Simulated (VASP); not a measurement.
Set up this calculation in VASP 6.6.1, as the native input.

```
Task                   : electric field gradients
Functional             : PBEsol
Potentials or basis    : VASP PAW PBE potentials, release 64 (Be)
Cutoff                 : 520 eV
k mesh                 : 9 × 9 × 14
Occupations            : fermi-dirac, width 0.05 eV
Spin                   : no spin polarisation
Dipole correction      : no
Further INCAR settings : ALGO = Normal; EDIFF = 1e-08; NBANDS = 12
```

The structure of Be lies in POSCAR:

```
Be
1.0
    3.7342827559      0.0000000000      0.0000000000
    0.0000000000      3.7342827559      0.0000000000
    0.0000000000      0.0000000000      2.2736502440
Be
4
Direct
    0.2974080000      0.2974080000      0.0000000000
    0.7025920000      0.7025920000      0.0000000000
    0.2025920000      0.7974080000      0.5000000000
    0.7974080000      0.2025920000      0.5000000000
```

This cell differs from its parent crystal: volume scaled by 0.99.

These files were run (other wordings do the same):

INCAR

```
PREC = Accurate
ENCUT = 520
EDIFF = 1E-8
ISMEAR = -1
SIGMA = 0.05
LREAL = F
LASPH = T
NELM = 60
ALGO = Normal
ISIF = 2
LWAVE = F
LCHARG = F
GGA = PS
LEFG = T
NBANDS = 12
```

KPOINTS

```
regular mesh
0
Gamma
  9 9 14
```

Potentials or basis: VASP PAW PBE potentials, release 64 (Be).

The run is started by

```console
$ cat potpaw_PBE.64/Be/POTCAR > POTCAR
$ mpirun -np 1 vasp_std > vasp.out
```

It gave:

The pressure is 0.5 GPa, the largest force is 0.009 eV/Å and the band gap on the k mesh is zero (band 4 reaches 7.88 eV, above the bottom of band 5 at 5.87 eV).

Caveat: without QUAD_EFG the Cq values of the log hold for a quadrupole moment of 1 mb, not for the nuclei; the PAW data sets were made with another functional, which shifts forces and pressure a little.

It took 23 s on 1 thread of Intel(R) Xeon(R) Platinum 8259CL CPU @ 2.50GHz (Skylake/Cascade Lake), with other jobs on the host, peak memory 0.15 GiB.
